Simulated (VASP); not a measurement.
# CuI (Pm-3m) in VASP: settings compared, part 2 of 2

VASP 6.6.1.

### Step 6. Single point, PBE

This run uses another cell than the first one, of 24.54 Å³/atom, 1.150 times its volume.

INCAR

```
PREC = Accurate
ENCUT = 520
EDIFF = 1E-6
ISMEAR = -1
SIGMA = 0.02
LREAL = F
LASPH = T
NELM = 100
ALGO = Normal
ISIF = 2
LWAVE = F
LCHARG = F
GGA = PE
NBANDS = 16
```

KPOINTS

```
Automatic mesh
0
Gamma
  8 8 8
```

POSCAR

```
CuI
1.0
    3.6613896848      0.0000000000      0.0000000000
    0.0000000000      3.6613896848      0.0000000000
    0.0000000000      0.0000000000      3.6613896848
Cu I
1 1
Direct
    0.0000000000      0.0000000000      0.0000000000
    0.5000000000      0.5000000000      0.5000000000
```

Potentials or basis: VASP PAW PBE potentials, release 64 (Cu, I).

Run with:

```sh
> cat potpaw_PBE.64/Cu/POTCAR potpaw_PBE.64/I/POTCAR > POTCAR
> mpirun -np 1 vasp_std > vasp.out
```

OUTCAR:

```text
PREC = Accurate
   ENCUT = 520
   EDIFF = 1E-6
   ISMEAR = -1
   LREAL = F
   LASPH = T
   NELM = 100
   ISIF = 2
   GGA = PE

 ion  position               nearest neighbor table
   1  0.000  0.000  0.000-   2 3.17   2 3.17   2 3.17   2 3.17   2 3.17   2 3.17   2 3.17   2 3.17

   2  0.500  0.500  0.500-   1 3.17   1 3.17   1 3.17   1 3.17   1 3.17   1 3.17   1 3.17   1 3.17

  LATTYP: Found a simple cubic cell.
 ALAT       =     3.6613896848

  Lattice vectors:

 A1 = (   3.6613896848,   0.0000000000,   0.0000000000)
 A2 = (   0.0000000000,   3.6613896848,   0.0000000000)
 A3 = (   0.0000000000,   0.0000000000,   3.6613896848)

Analysis of symmetry for initial positions (statically):
=====================================================================
 Subroutine PRICEL returns:
 Original cell was already a primitive cell.

 Routine SETGRP: Setting up the symmetry group for a
 simple cubic supercell.

 Subroutine GETGRP returns: Found 48 space group operations
 (whereof 48 operations were pure point group operations)
 out of a pool of 48 trial point group operations.
[... 156 lines left out ...]
  ---------------------------------------------------
  ext. energy  EPLUGINS =         0.00000000
  ---------------------------------------------------
  free energy    TOTEN  =        -4.13874584 eV

  energy without entropy =       -4.13735473  energy(sigma->0) =       -4.13805028

 E-fermi :   5.6017     XC(G=0):  -9.9060

 val. band max:        5.5257927532   @ k =   0.5000   0.2500   0.0000
 cond. band min:       5.6082645941   @ k =   0.5000   0.1250   0.0000
 fundamental gap:      0.0824718409
 Fermi energy:         5.6017105500

 k-point     1 :       0.0000    0.0000    0.0000
  band No.  band energies     occupation
      1      -8.1621      2.00000
      2       3.6325      2.00000
      3       3.6325      2.00000
      4       4.0386      2.00000
      5       4.0386      2.00000
      6       4.0386      2.00000
[... 433 lines left out ...]
      3       1.4237      2.00000
      4       3.6030      2.00000
      5       3.7171      2.00000
      6       3.9536      2.00000
[... 8 lines left out ...]
     15      16.7915      0.00000
     16      17.1190      0.00000

 [... further k-points ...]
[... 5 lines left out ...]
  --------------------------------------------------------------------------------------
  -------------------------------------------------------------------------------------
  Total       -0.0284147     -0.0284147     -0.0284147      0.0000000      0.0000000     -0.0000000
  in kB       -0.9275031     -0.9275031     -0.9275031      0.0000000      0.0000000     -0.0000000
  external PRESSURE =      -0.9275031 kB  Pullay stress =       0.0000000 kB

 VOLUME and BASIS-vectors are now :
 -----------------------------------------------------------------------------
  energy-cutoff  :      520.00
  volume of cell :       49.08
      direct lattice vectors                 reciprocal lattice vectors
     3.661389685  0.000000000  0.000000000     0.273120341  0.000000000  0.000000000
     0.000000000  3.661389685  0.000000000     0.000000000  0.273120341  0.000000000
     0.000000000  0.000000000  3.661389685     0.000000000  0.000000000  0.273120341

 POSITION                                       TOTAL-FORCE (eV/Angst)
 -----------------------------------------------------------------------------------
      0.00000      0.00000      0.00000         0.000000      0.000000      0.000000
      1.83069      1.83069      1.83069         0.000000      0.000000      0.000000
 -----------------------------------------------------------------------------------
    total drift:                               -0.000000      0.000000     -0.000000

  FREE ENERGIE OF THE ION-ELECTRON SYSTEM (eV)
  ---------------------------------------------------
  free  energy   TOTEN  =        -4.1387458387 eV

  energy  without entropy=       -4.1373547308  energy(sigma->0) =       -4.13805028
```

stdout:

```text
POSCAR found type information on POSCAR CuI
 POSCAR found :  2 types and       2 ions
 scaLAPACK will be used
 LDA part: xc-table for (Slater+PW92), standard interpolation
 POSCAR, INCAR and KPOINTS ok, starting setup
 FFT: planning ... GRIDC
 FFT: planning ... GRID_SOFT
 FFT: planning ... GRID
 WAVECAR not read
 entering main loop
```

Run time: 30 s. Hardware: 1 thread of Intel Xeon Platinum 8259CL at 2.50GHz (Skylake/Cascade Lake), shared host; peak memory 0.17 GiB.

Results:

```yaml
Free_energy: -4.1387 eV
Pressure: -0.1 GPa
Band_gap_on_the_k_mesh: zero (band 9 reaches 5.64 eV, above the bottom of band 10 at 5.21 eV)
```

Levels at points of the mesh, in eV from the Fermi level:
| k point | band 5 | band 6 | band 7 | band 8 | band 9 | band 10 | band 11 | band 12 | band 13 | band 14 |
| --- | --- | --- | --- | --- | --- | --- | --- | --- | --- | --- |
| (0.00, 0.00, 0.00) | -1.56 | -1.56 | -1.55 | -1.55 | -1.55 | -0.39 | 5.49 | 5.49 | 10.14 | 10.14 |
| (0.50, 0.00, 0.00) | -1.87 | -1.55 | -1.42 | 0.04 | 0.04 | 3.44 | 3.89 | 6.32 | 6.32 | 6.41 |
| (0.50, 0.50, 0.00) | -1.70 | -1.70 | -1.60 | -1.42 | -0.37 | -0.24 | 7.25 | 7.25 | 7.62 | 9.09 |
| (0.50, 0.50, 0.50) | -1.42 | -1.42 | -0.74 | -0.74 | -0.74 | 1.82 | 1.82 | 1.82 | 1.95 | 16.73 |

Caveat: spin-orbit coupling is left out, which moves the levels of the heavy elements; semilocal functionals often make such compounds metallic where correlation or magnetic order opens a gap, which also shifts bond lengths.

### Step 7. Summary

```tsv
level	potentials or basis	cell	k mesh	gap on the mesh (eV)	pressure (GPa)
LDA	VASP PAW LDA potentials, release 64 (Cu, I)	a = 3.495 Å, 2 atoms	6 × 6 × 6	none	0.1
PBEsol	VASP PAW PBE potentials, release 64 (Cu, I)	a = 3.556 Å, 2 atoms	6 × 6 × 6	none	0.1
PBE	VASP PAW PBE potentials, release 64 (Cu, I)	a = 3.649 Å, 2 atoms	6 × 6 × 6	none	0.0
r2SCAN	VASP PAW PBE potentials, release 64 (Cu, I)	a = 3.661 Å, 2 atoms	6 × 6 × 6	none	0.0
PBE	VASP PAW PBE potentials, release 64 (Cu, I)	a = 3.661 Å, 2 atoms	8 × 8 × 8	none	-0.1
```

Alike in all rows: task single point; no spin polarisation; cutoff (eV) 520; smearing fermi-dirac 0.02 eV.

Caveats: spin-orbit coupling is left out, which moves the levels of the heavy elements; semilocal functionals often make such compounds metallic where correlation or magnetic order opens a gap, which also shifts bond lengths; the PAW data sets were made with another functional, which shifts forces and pressure a little (some runs).

Total energies depend on the potentials used, so only differences within one code and one set of settings carry meaning.
